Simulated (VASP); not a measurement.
# Ti (P6_3/mmc) in VASP: notebook

The runs below take Ti through single point, relaxation of cell and atoms, with LDA.

All numbers are computed with VASP 6.6.1; they aren't measurements. Logs are shortened: lines on timing, memory, paths and dates and some standing lists are left out, and cuts for length are marked.

### Step 1. The cell of the first run

It takes space group P6_3/mmc (No. 194, hexagonal). The conventional cell has a = 2.866 Å, b = 2.866 Å, c = 4.528 Å, α = 90.00°, β = 90.00°, γ = 120.00°. Ti (site symmetry -6m2) has 12 Ti at 2.80 to 2.87 Å within 3.7 Å.

### Step 2. Single point, LDA

INCAR reads:

```
  PREC = Accurate
  ENCUT = 520
  EDIFF = 1E-6
  ISMEAR = 0
  SIGMA = 0.1
  LREAL = False
  LASPH = True
  NELM = 100
  ALGO = Normal
  ISIF = 2
  LWAVE = False
  LCHARG = False
  GGA = CA
  NBANDS = 19
```

KPOINTS reads:

```
Automatic mesh
0
Gamma
  15 15 8
```

POSCAR reads:

```
Ti
1.0
    2.8657446774      0.0000000000      0.0000000000
   -1.4328723387      2.4818076914      0.0000000000
    0.0000000000      0.0000000000      4.5277280831
Ti
2
Direct
    0.3333333333      0.6666666667      0.2500000000
    0.6666666667      0.3333333333      0.7500000000
```

Potentials or basis: VASP PAW LDA potentials, release 64 (Ti_sv).

On the command line:

```sh
> cat potpaw_LDA.64/Ti_sv/POTCAR > POTCAR
> mpirun -np 1 vasp_std > vasp.out
```

OUTCAR:

```text
PREC = Accurate
   ENCUT = 520
   EDIFF = 1E-6
   ISMEAR = 0
   LREAL = False
   LASPH = True
   NELM = 100
   ISIF = 2
   GGA = CA

 ion  position               nearest neighbor table
   1  0.333  0.667  0.250-   2 2.80   2 2.80   2 2.80   2 2.80   2 2.80   2 2.80
   2  0.667  0.333  0.750-   1 2.80   1 2.80   1 2.80   1 2.80   1 2.80   1 2.80

  LATTYP: Found a hexagonal cell.
 ALAT       =     2.8657446774
 C/A-ratio  =     1.5799481785

  Lattice vectors:

 A1 = (   2.8657446774,   0.0000000000,   0.0000000000)
 A2 = (  -1.4328723387,   2.4818076914,   0.0000000000)
 A3 = (   0.0000000000,   0.0000000000,   4.5277280831)

Analysis of symmetry for initial positions (statically):
=====================================================================
 Subroutine PRICEL returns:
 Original cell was already a primitive cell.

 Routine SETGRP: Setting up the symmetry group for a
 hexagonal supercell.

 Subroutine GETGRP returns: Found 24 space group operations
 (whereof 12 operations were pure point group operations)
 out of a pool of 24 trial point group operations.

The static configuration has the point symmetry D_3d.
 The point group associated with its full space group is D_6h.

Analysis of symmetry for dynamics (positions and initial velocities):
=====================================================================
 Subroutine PRICEL returns:
 Original cell was already a primitive cell.

 Routine SETGRP: Setting up the symmetry group for a
 hexagonal supercell.

 Subroutine GETGRP returns: Found 24 space group operations
 (whereof 12 operations were pure point group operations)
 out of a pool of 24 trial point group operations.

The dynamic configuration has the point symmetry D_3d.
 The point group associated with its full space group is D_6h.

 Subroutine INISYM returns: Found 24 space group operations
 (whereof 12 operations are pure point group operations),
 and found     1 'primitive' translations

----------------------------------------------------------------------------------------

                                     Primitive cell

  volume of cell :      32.2022

  direct lattice vectors                    reciprocal lattice vectors
     2.865744677  0.000000000  0.000000000     0.348949440  0.201466053  0.000000000
    -1.432872339  2.481807691  0.000000000     0.000000000  0.402932106  0.000000000
     0.000000000  0.000000000  4.527728083     0.000000000  0.000000000  0.220861320

  length of vectors
     2.865744677  2.865744677  4.527728083     0.402932106  0.402932106  0.220861320

  position of ions in fractional coordinates (direct lattice)
     0.333333333  0.666666667  0.250000000
     0.666666667  0.333333333  0.750000000

  ion indices of the primitive-cell ions
   primitive index   ion index
                 1           1
                 2           2

----------------------------------------------------------------------------------------

 KPOINTS: Automatic mesh

Automatic generation of k-mesh.
 Grid dimensions read from file:
 generate k-points for:   15   15    8

 Generating k-lattice:

  Cartesian coordinates                     Fractional coordinates (reciprocal lattice)
     0.023263296  0.013431070  0.000000000     0.066666667 -0.000000000  0.000000000
     0.000000000  0.026862140  0.000000000     0.000000000  0.066666667  0.000000000
     0.000000000  0.000000000  0.027607665     0.000000000  0.000000000  0.125000000

  Length of vectors
     0.026862140  0.026862140  0.027607665

  Shift w.r.t. Gamma in fractional coordinates (k-lattice)
     0.000000000  0.000000000  0.000000000

 Subroutine IBZKPT returns following result:
 ===========================================

 Found    135 irreducible k-points:

 Following reciprocal coordinates:
            Coordinates               Weight
  0.000000  0.000000  0.000000      1.000000
  0.066667  0.000000  0.000000      6.000000
  0.133333 -0.000000  0.000000      6.000000
  0.200000  0.000000  0.000000      6.000000
  0.266667 -0.000000  0.000000      6.000000
  0.333333  0.000000  0.000000      6.000000
[... 16 lines left out ...]
  0.333333  0.200000  0.000000     12.000000
  0.400000  0.200000  0.000000      6.000000
 [... further k-points ...]
   k-points           NKPTS =    135   k-points in BZ     NKDIM =    135   number of bands    NBANDS=     19
   number of dos      NEDOS =    301   number of ions     NIONS =      2
   total plane-waves  NPLWV =  20736
   dimension x,y,z NGX =    24 NGY =   24 NGZ =   36
   dimension x,y,z NGXF=    48 NGYF=   48 NGZF=   72
   ions per type =               2
   NGX,Y,Z   is equivalent  to a cutoff of  13.92, 13.92, 13.22 a.u.
   NGXF,Y,Z  is equivalent  to a cutoff of  27.85, 27.85, 26.44 a.u.
 SYSTEM =  unknown system
   PREC   = accura    normal or accurate (medium, high low for compatibility)
   ISTART =      0    job   : 0-new  1-cont  2-samecut
   ICHARG =      2    charge: 1-file 2-atom 10-const
   ISPIN  =      1    spin polarized calculation?
   LNONCOLLINEAR =      F non collinear calculations
   LSORBIT =      F    spin-orbit coupling
   LASPH  =      T    aspherical Exc in radial PAW
   ENCUT  =  520.0 eV  38.22 Ry    6.18 a.u.   5.33  5.33  8.42*2*pi/ulx,y,z
   NELM   =    100;   NELMIN=  2; NELMDL= -5     # of ELM steps
   EDIFF  = 0.1E-05   stopping-criterion for ELM
   LREAL  =      F    real-space projection
   EDIFFG = 0.1E-04   stopping-criterion for IOM
   NSW    =      0    number of steps for IOM
   IBRION =     -1    ionic relax: 0-MD 1-quasi-New 2-CG
   NFREE  =      0    steps in history (QN), initial steepest desc. (CG)
   ISIF   =      2    stress and relaxation
   ISYM   =      2    0-nonsym 1-usesym 2-fastsym
   POTIM  = 0.5000    time-step for ionic-motion
   TEBEG  =    0.0;   TEEND  =   0.0 temperature during run
   PSTRESS=    0.0 pullay stress
   NELECT =      24.0000    total number of electrons
   NUPDOWN=      -1.0000    fix difference up-down
   EMIN   =  10.00;   EMAX   =-10.00  energy-range for DOS
   EFERMI =   0.00;   METHOD = LEGACY
   ISMEAR =     0;   SIGMA  =   0.10  broadening in eV -4-tet -1-fermi 0-gaus
   EFERMI_NEDOS =   21; number of points for ismear=-14 and -15
   IALGO  =     38    algorithm
   IMIX   =      4    mixing-type and parameters
     AMIX     =   0.40;   BMIX     =  1.00
     AMIX_MAG =   1.60;   BMIX_MAG =  1.00
  volume/ion in A,a.u.               =      16.10       108.66
  Fermi-wavevector in a.u.,A,eV,Ry     =   1.484283  2.804887 29.974924  2.203095
  Thomas-Fermi vector in A             =   2.597839
   LORBIT       =      0    0 simple, 1 ext, 2 COOP (PROOUT), +10 PAW based schemes
   GGA     = CA    functional components
   LHFCALC =     F    Hartree Fock is set to
   AEXX    =    0.0000 exact exchange contribution
   IVDW    =     0    specifies the selected vdW correction
   LEPSILON=     F    determine dielectric tensor
   LRPA    =     F    only Hartree local field effects (RPA)
 non-spin polarized calculation
 Gauss-broadening in eV      SIGMA  =   0.10
  energy-cutoff  :      520.00
  volume of cell :       32.20
 maximum number of plane-waves:       887
 NGX is ok and might be reduce to    24
   NGX = 11   NGY = 11   NGZ = 17

 number of electron      24.0000002 magnetization

 Free energy of the ion-electron system (eV)
  ---------------------------------------------------
  ext. energy  EPLUGINS =         0.00000000
  ---------------------------------------------------
  free energy    TOTEN  =       -17.10474771 eV

  energy without entropy =      -17.09479423  energy(sigma->0) =      -17.09977097

 E-fermi :   8.9298     XC(G=0): -12.1518

 val. band max:        8.9289764292   @ k =   0.4000   0.2000   0.5000
 cond. band min:       8.9368316911   @ k =   0.2667   0.2000   0.3750
 fundamental gap:      0.0078552618
 Fermi energy:         8.9298097820

 k-point     1 :       0.0000    0.0000    0.0000
  band No.  band energies     occupation
      1     -47.1331      2.00000
      2     -46.9355      2.00000
      3     -24.2135      2.00000
      4     -23.3756      2.00000
      5     -23.3756      2.00000
      6     -23.2778      2.00000
[... 11 lines left out ...]
     18      10.6153      0.00000
     19      12.3371      0.00000

 k-point     2 :       0.0667    0.0000    0.0000
  band No.  band energies     occupation
      1     -47.1269      2.00000
      2     -46.9330      2.00000
      3     -24.2006      2.00000
      4     -23.4022      2.00000
      5     -23.3845      2.00000
      6     -23.2833      2.00000
[... 11 lines left out ...]
     18      10.5367      0.00000
     19      12.3807      0.00000

 k-point     3 :       0.1333   -0.0000    0.0000
  band No.  band energies     occupation
      1     -47.1089      2.00000
      2     -46.9263      2.00000
      3     -24.1631      2.00000
      4     -23.4775      2.00000
      5     -23.4091      2.00000
      6     -23.3484      2.00000
[... 11 lines left out ...]
     18      10.5987      0.00000
     19      12.4831      0.00000

 k-point     4 :       0.2000    0.0000    0.0000
  band No.  band energies     occupation
      1     -47.0817      2.00000
      2     -46.9171      2.00000
      3     -24.1044      2.00000
      4     -23.5892      2.00000
      5     -23.4586      2.00000
      6     -23.4440      2.00000
[... 11 lines left out ...]
     18      10.9916      0.00000
     19      12.5962      0.00000

 k-point     5 :       0.2667   -0.0000    0.0000
  band No.  band energies     occupation
      1     -47.0489      2.00000
      2     -46.9079      2.00000
      3     -24.0301      2.00000
      4     -23.7184      2.00000
      5     -23.5808      2.00000
      6     -23.4826      2.00000
[... 11 lines left out ...]
     18      11.4791      0.00000
     19      12.6913      0.00000

 k-point     6 :       0.3333    0.0000    0.0000
  band No.  band energies     occupation
      1     -47.0151      2.00000
      2     -46.9013      2.00000
      3     -23.9482      2.00000
      4     -23.8425      2.00000
      5     -23.6940      2.00000
      6     -23.5184      2.00000
[... 11 lines left out ...]
     18      11.9976      0.00000
     19      12.7591      0.00000

 k-point     7 :       0.4000   -0.0000    0.0000
  band No.  band energies     occupation
      1     -46.9857      2.00000
      2     -46.8991      2.00000
      3     -23.9394      2.00000
      4     -23.8701      2.00000
      5     -23.7803      2.00000
      6     -23.5459      2.00000
[... 11 lines left out ...]
     18      12.6057      0.00000
     19      12.8007      0.00000

 k-point     8 :       0.4667    0.0000    0.0000
  band No.  band energies     occupation
      1     -46.9672      2.00000
      2     -46.9002      2.00000
      3     -23.9924      2.00000
      4     -23.8269      2.00000
      5     -23.8166      2.00000
      6     -23.5607      2.00000
[... 256 lines left out ...]
 k-point    20 :       0.4000    0.1333    0.0000
  band No.  band energies     occupation
      1     -46.9578      2.00000
      2     -46.9014      2.00000
      3     -23.9623      2.00000
      4     -23.8015      2.00000
      5     -23.7880      2.00000
      6     -23.6141      2.00000
[... 11 lines left out ...]
     18      12.6929      0.00000
     19      13.8913      0.00000

 k-point    21 :       0.2000    0.2000    0.0000
  band No.  band energies     occupation
      1     -47.0066      2.00000
      2     -46.9001      2.00000
      3     -23.9269      2.00000
      4     -23.7754      2.00000
      5     -23.7531      2.00000
      6     -23.5212      2.00000
[... 11 lines left out ...]
     18      12.6010      0.00000
     19      12.6190      0.00000

 k-point    22 :       0.2667    0.2000    0.0000
  band No.  band energies     occupation
      1     -46.9780      2.00000
      2     -46.8989      2.00000
      3     -23.8583      2.00000
      4     -23.8494      2.00000
      5     -23.7801      2.00000
      6     -23.5829      2.00000
[... 11 lines left out ...]
     18      12.6091      0.00000
     19      13.2819      0.00000

 k-point    23 :       0.3333    0.2000    0.0000
  band No.  band energies     occupation
      1     -46.9548      2.00000
      2     -46.9018      2.00000
      3     -23.9147      2.00000
      4     -23.7808      2.00000
      5     -23.7792      2.00000
      6     -23.6435      2.00000
[... 11 lines left out ...]
     18      12.6086      0.00000
     19      13.9647      0.00000

 k-point    24 :       0.4000    0.2000    0.0000
  band No.  band energies     occupation
      1     -46.9446      2.00000
      2     -46.9047      2.00000
      3     -23.9344      2.00000
      4     -23.7736      2.00000
      5     -23.7451      2.00000
      6     -23.6730      2.00000
[... 11 lines left out ...]
     18      12.5986      0.00000
     19      14.4388      0.00000

 [... further k-points ...]
[... 5 lines left out ...]
  --------------------------------------------------------------------------------------
  -------------------------------------------------------------------------------------
  Total       -0.0227933     -0.0227933     -0.0164965     -0.0000000      0.0000000     -0.0000000
  in kB       -1.1340507     -1.1340507     -0.8207591     -0.0000000      0.0000000     -0.0000000
  external PRESSURE =      -1.0296201 kB  Pullay stress =       0.0000000 kB

 VOLUME and BASIS-vectors are now :
 -----------------------------------------------------------------------------
  energy-cutoff  :      520.00
  volume of cell :       32.20
      direct lattice vectors                 reciprocal lattice vectors
     2.865744677  0.000000000  0.000000000     0.348949440  0.201466053  0.000000000
    -1.432872339  2.481807691  0.000000000     0.000000000  0.402932106  0.000000000
     0.000000000  0.000000000  4.527728083     0.000000000  0.000000000  0.220861320

 POSITION                                       TOTAL-FORCE (eV/Angst)
 -----------------------------------------------------------------------------------
     -0.00000      1.65454      1.13193        -0.000000      0.000000      0.000000
      1.43287      0.82727      3.39580         0.000000     -0.000000      0.000000
 -----------------------------------------------------------------------------------
    total drift:                               -0.000000      0.000000     -0.000000

  FREE ENERGIE OF THE ION-ELECTRON SYSTEM (eV)
  ---------------------------------------------------
  free  energy   TOTEN  =       -17.1047477071 eV

  energy  without entropy=      -17.0947942254  energy(sigma->0) =      -17.09977097
```

It took 95 s on 1 thread of Intel Xeon 8259CL, shared host; peak memory 0.19 GiB.

Results:

* Free energy: -17.1047 eV
* Pressure: -0.1 GPa
* Band gap on the k mesh: zero (bands 12 and 13 overlap by 1.08 eV)

(Part 1 of 2 ends here.)
